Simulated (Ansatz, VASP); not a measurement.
Two plane-wave programs on Re

The input POSCAR:

```
Re
1.0
   -0.0197500000      1.9750000000      1.9750000000
    1.9750000000     -0.0197500000      1.9750000000
    1.9552500000      1.9552500000      0.0000000000
Re
1
Direct
    0.0000000000      0.0000000000      0.0000000000
```

Contents of INCAR.step1:

```
SYSTEM = Re
ALGO     = Normal         ! electronic algorithm
EDIFF    = 1E-4           ! SCF threshold, eV
ENCUT    = 520            ! plane-wave cutoff, eV
GGA      = PE             ! functional
ISMEAR   = 0              ! smearing method
LASPH    = .TRUE.         ! aspherical terms in the spheres
LCHARG   = .FALSE.        ! write CHGCAR
LREAL    = .FALSE.        ! projectors in reciprocal space
LWAVE    = .TRUE.         ! write WAVECAR
NBANDS   = 10             ! bands
NELM     = 80             ! most SCF steps
PREC     = Accurate       ! precision mode
SIGMA    = 0.15           ! smearing width, eV
```

The input INCAR.step2:

```
SYSTEM = Re
ALGO     = Normal         ! electronic algorithm
EDIFF    = 1E-6           ! SCF threshold, eV
ENCUT    = 520            ! plane-wave cutoff, eV
ISIF     = 2              ! what is computed and relaxed
ISMEAR   = 0              ! smearing method
ISTART   = 1            
LASPH    = .TRUE.         ! aspherical terms in the spheres
LCHARG   = .FALSE.        ! write CHGCAR
LMIXTAU  = .TRUE.       
LREAL    = .FALSE.        ! projectors in reciprocal space
LWAVE    = .FALSE.        ! write WAVECAR
METAGGA  = R2SCAN         ! meta-GGA
NBANDS   = 10             ! bands
NELM     = 80             ! most SCF steps
PREC     = Accurate       ! precision mode
SIGMA    = 0.15           ! smearing width, eV
```

Contents of KPOINTS:

```
k-points
0
G
  20 20 20
  0 0 0
```

Input for Ansatz:

```yaml
crystal:
  lattice:
    - [-0.01975, 1.975, 1.975]
    - [1.975, -0.01975, 1.975]
    - [1.95525, 1.95525, 0.0]
  atoms:
    - { symbol: Re, position: [0.0, 0.0, 0.0] }
basis:
  ecutwfc: 500
kpoints:
  mp_grid: { grid: [20, 20, 20] }
hamiltonian:
  xc: r2scan
scf:
  occupations: { method: gaussian, width: 0.15 }
output:
  forces: true
  stress: true
  eigenvalues: true
```

Change from the starting cell: strain -0.0200 x Voigt [0, 0, 0, 0, 0, 1], atoms carried along.

Alike in both runs: task single point; functional r2SCAN; k mesh 20 × 20 × 20; occupations gaussian, width 0.15 eV; no spin polarisation.

```csv
,VASP,Ansatz
version,VASP 6.6.1,Ansatz 0.2.0
potentials or method,"VASP PAW PBE potentials, release 64 (Re), cutoff 520 eV","scalar-relativistic, plane waves, PAW"
valence electrons in the cell,7,15
```

```csv
,VASP,Ansatz,Ansatz less VASP
gap on the k mesh at the Fermi level (eV),none,none,-
pressure (GPa),-15.5,-15.2,+0.28
"traceless stress, the component that is largest in VASP (GPa)",4.18,4.23,+0.048
```

VASP's potentials were made for PBE, not for r2SCAN. A gap of «none» marks a metal or a gap that the smearing closes. VASP's potentials hold 7 valence electrons a cell and Ansatz's 15, so a difference there can come from the potentials and not from the codes.

Spin-orbit coupling is off throughout.
